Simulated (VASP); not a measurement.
Crystal: TaCl3F.

```xyz
10
Lattice="5.6315 -3.3000 0.0000 5.6315 3.3000 0.0000 -5.1269 0.0000 5.8784" Properties=species:S:1:pos:R:3 pbc="T T T"
Ta    5.6315    1.8480    0.0000
Ta    5.6315   -1.8480    0.0000
Cl    4.6762   -1.5510    4.0914
Cl    4.6762    1.5510    4.0914
Cl   -3.7636    0.0000    4.7027
Cl    9.8997    0.0000    1.1757
Cl    4.3235    0.0000    1.1639
Cl    1.8126    0.0000    4.7145
F     6.8266    1.7490    1.4578
F     6.8266   -1.7490    1.4578
```

```yaml
Program: VASP 6.6.1
Task: relaxation of cell and atoms
Functional: PBE
Potentials_or_basis: VASP PAW PBE potentials, release 64 (Ta_pv, Cl, F)
Cutoff: 600 eV
k_mesh: 3 × 3 × 2
Occupations: gaussian, width 0.15 eV
Spin: no spin polarisation
```

At the start: pressure 5.5 GPa; volume 21.85 Å³/atom.

**Question.** How do energy, volume and symmetry change on relaxing?

**Answer.** Over 22 steps the energy falls by 77.0 meV/atom and the volume is 27.59 Å³/atom (+26.3 %); space group Cm (No. 8, to 0.1 Å) before and after.

Step by step:
| step | energy change (eV) | largest force (eV/Å) | pressure (GPa) | volume (Å³) |
| --- | --- | --- | --- | --- |
| 1 | 0.0000 | 2.3500 | 5.50 | 218.49 |
| 2 | -0.0511 | 1.5232 | -4.85 | 243.01 |
| 3 | -0.3778 | 0.9203 | -0.57 | 230.23 |
| 4 | -0.4608 | 0.7426 | 0.93 | 230.82 |
| 5 | -0.4610 | 0.7105 | 0.86 | 230.79 |
| 6 | -0.5306 | 0.4606 | 0.70 | 232.64 |
| 7 | -0.5885 | 0.3915 | 0.49 | 236.23 |
| 8 | -0.6089 | 0.3308 | 0.42 | 238.07 |
| 9 | -0.6192 | 0.5262 | 0.36 | 240.59 |
| 10 | -0.6352 | 0.4541 | 0.25 | 242.45 |
| 11 | -0.6709 | 0.3025 | -0.03 | 248.08 |
| 12 | -0.6903 | 0.4778 | -0.44 | 259.59 |
| 13 | -0.7058 | 0.2037 | -0.10 | 261.87 |
| 14 | -0.7108 | 0.1781 | 0.26 | 264.22 |
| 15 | -0.7268 | 0.1337 | 0.12 | 266.14 |
| 16 | -0.7569 | 0.1539 | -0.27 | 271.90 |
| 17 | -0.7389 | 0.4836 | -0.90 | 283.33 |
| 18 | -0.7628 | 0.2429 | -0.45 | 275.38 |
| 19 | -0.7689 | 0.1357 | 0.22 | 275.37 |
| 20 | -0.7690 | 0.1101 | 0.13 | 275.37 |
| 21 | -0.7702 | 0.1007 | 0.06 | 275.96 |
| 22 | -0.7702 | 0.0760 | 0.07 | 275.88 |

Final structure:
```yaml
crystal:
  lattice:
    - [6.30727, -3.37749, -0.08283]
    - [6.30727, 3.37749, -0.08283]
    - [-5.83055, 0.00000, 6.55177]
  atoms:
    - { symbol: Ta, position: [0.21423, 0.77713, 0.99575] }
    - { symbol: Ta, position: [0.77713, 0.21423, 0.99575] }
    - { symbol: Cl, position: [0.99949, 0.50282, 0.71835] }
    - { symbol: Cl, position: [0.50282, 0.99949, 0.71835] }
    - { symbol: Cl, position: [0.02740, 0.02740, 0.80816] }
    - { symbol: Cl, position: [0.96897, 0.96897, 0.18919] }
    - { symbol: Cl, position: [0.48253, 0.48253, 0.17226] }
    - { symbol: Cl, position: [0.53563, 0.53563, 0.84922] }
    - { symbol: F, position: [0.42257, 0.97123, 0.22048] }
    - { symbol: F, position: [0.97123, 0.42257, 0.22048] }
```

Caveat: the k points lie up to 0.38 Å⁻¹ apart in the final cell; the volume moved by over 15 % at a fixed basis, so the end points are rough; this functional lacks dispersion, which binds layers or chains, so the pressure and a relaxed spacing across them are unreliable; the relaxation stopped at a loose force limit of 0.08 eV/Å, so its end isn't a converged minimum.
